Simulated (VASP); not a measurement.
Wanted: the native input for a VASP 6.6.1 run.

| Property | Result |
| --- | --- |
| Task | single point |
| Functional | LDA |
| Potentials or basis | VASP PAW LDA potentials, release 64 (In_d, Sb) |
| Cutoff | 520 eV |
| k mesh | 6 × 6 × 11 |
| Occupations | fermi-dirac, width 0.08 eV |
| Spin | no spin polarisation |
| Dipole correction | no |
| Further INCAR settings | ALGO = Normal; EDIFF = 1e-06; NBANDS = 26 |

The structure of InSb lies in POSCAR:

```
InSb
1.0
    5.3924778551      0.0000000000      0.0000000000
    0.0000000000      5.7498289170      0.0000000000
    0.0000000000      0.0000000000      3.0832853594
In Sb
2 2
Direct
    0.0000000000      0.0000000000      0.0000000000
    0.5000000000      0.5000000000      0.0000000000
    0.5000000000      0.0000000000      0.8350000000
    0.0000000000      0.5000000000      0.1650000000
```

This cell differs from its parent crystal: volume scaled by 1.02.

The input as run:

INCAR

```
ALGO = Normal
EDIFF = 1E-6
ENCUT = 520
ISIF = 2
ISMEAR = -1
LASPH = T
LCHARG = F
LREAL = F
LWAVE = F
NBANDS = 26
NELM = 100
PREC = Accurate
SIGMA = 0.08
```

KPOINTS

```
k-points
0
Gamma
  6 6 11
```

Potentials or basis: VASP PAW LDA potentials, release 64 (In_d, Sb).

Launch:

```bash
$ cat potpaw_LDA.64/In_d/POTCAR potpaw_LDA.64/Sb/POTCAR > POTCAR
$ mpirun -np 1 vasp_std > vasp.out
```

Results of the run:

| Item | Value |
| --- | --- |
| Pressure | 9.7 GPa |
| Largest force | 0.563 eV/Å |
| Band gap on the k mesh | zero (band 18 reaches 10.69 eV, above the bottom of band 19 at 7.49 eV) |

Caveat: spin-orbit coupling is left out, which moves the levels of the heavy elements.

It took 100 s on 1 thread of Intel(R) Xeon(R) 6975P-C (Granite Rapids), with other jobs on the host, peak memory 0.32 GiB.
